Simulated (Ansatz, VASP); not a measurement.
**FeO in VASP and in Ansatz**

Contents of INCAR:

```
PREC = Accurate ; ENCUT = 520
EDIFF = 1E-6 ; ISMEAR = -1
SIGMA = 0.05 ; LREAL = F
LASPH = T ; NELM = 150
ALGO = Normal ; ISIF = 2
LWAVE = F ; LCHARG = F
ISPIN = 2 ; MAGMOM = 3 0
LORBIT = 11 ; LMAXMIX = 4
GGA = PE ; NBANDS = 18
```

KPOINTS

```
regular mesh
0
Gamma
  9 9 9
```

Contents of POSCAR:

```
FeO
1.0
    1.5188209023      0.8768916568      2.5195772846
   -1.5188209023      0.8768916568      2.5195772846
    0.0000000000     -1.7537833136      2.5195772846
Fe O
1 1
Direct
    0.0000000000      0.0000000000      0.0000000000
    0.5000000000      0.5000000000      0.5000000000
```

Contents of input.yaml:

```yaml
crystal:
  lattice:
    - [1.5188209023, 0.8768916568, 2.5195772846]
    - [-1.5188209023, 0.8768916568, 2.5195772846]
    - [0.0, -1.7537833136, 2.5195772846]
  atoms:
    - { symbol: Fe, position: [0.0, 0.0, 0.0], spin: 3.0 }
    - { symbol: O, position: [0.5, 0.5, 0.5] }
hamiltonian:
  xc: pbe
  pseudopotentials: { kind: paw }
magnetization:
  spin_polarized: true
kpoints:
  mp_grid: { grid: [9, 9, 9] }
  band_path:
    path:
      - [[0.0, 0.0, 0.0], [0.5, 0.0, 0.0], [0.5, 0.2474171719, -0.2474171719]]
      - [[0.7525828281, 0.5, 0.2474171719], [0.5, 0.5, 0.5], [0.0, 0.0, 0.0], [0.373708586, 0.0, -0.373708586]]
      - [[0.626291414, 0.373708586, 0.0], [0.5, 0.5, 0.0], [0.626291414, 0.626291414, 0.2474171719], [0.5, 0.5, 0.5]]
      - [[0.5, 0.0, 0.0], [0.7525828281, 0.373708586, 0.373708586]]
    npoints: 14
scf:
  occupations: { method: fermi_dirac, width: 0.05 }
  n_extra_bands: 6
output:
  forces: true
  stress: true
  eigenvalues: true
  fatbands: false
```

Alike in both runs: functional PBE; k mesh 9 × 9 × 9; occupations fermi-dirac, width 0.05 eV; collinear spin.

```csv
,VASP,Ansatz
version,VASP 6.6.1,Ansatz 0.2.0
potentials or method,"VASP PAW PBE potentials, release 64 (Fe, O)",Ansatz PAW
plane-wave cutoff (eV),520,420
valence electrons in the cell,14,22
task,single point,band structure
```

|  | VASP | Ansatz | Ansatz less VASP |
| --- | --- | --- | --- |
| gap on the k mesh at the Fermi level (eV) | none | none | - |
| pressure (GPa) | -1.2 | -1.2 | -0.03 |
| traceless stress, the component that is largest in VASP (GPa) | -0.75 | -0.72 | +0.031 |
| net moment per atom (μB) | 2.00 | 2.00 | +0.001 |
| size of the moment on the site where the two differ most (μB) | 3.62 | 3.45 | -0.167 |

Site moments also hang on the region over which each program counts them. A gap of «none» marks a metal or a gap that the smearing closes. VASP's potentials hold 14 valence electrons a cell and Ansatz's 22, so a difference there can come from the potentials and not from the codes.
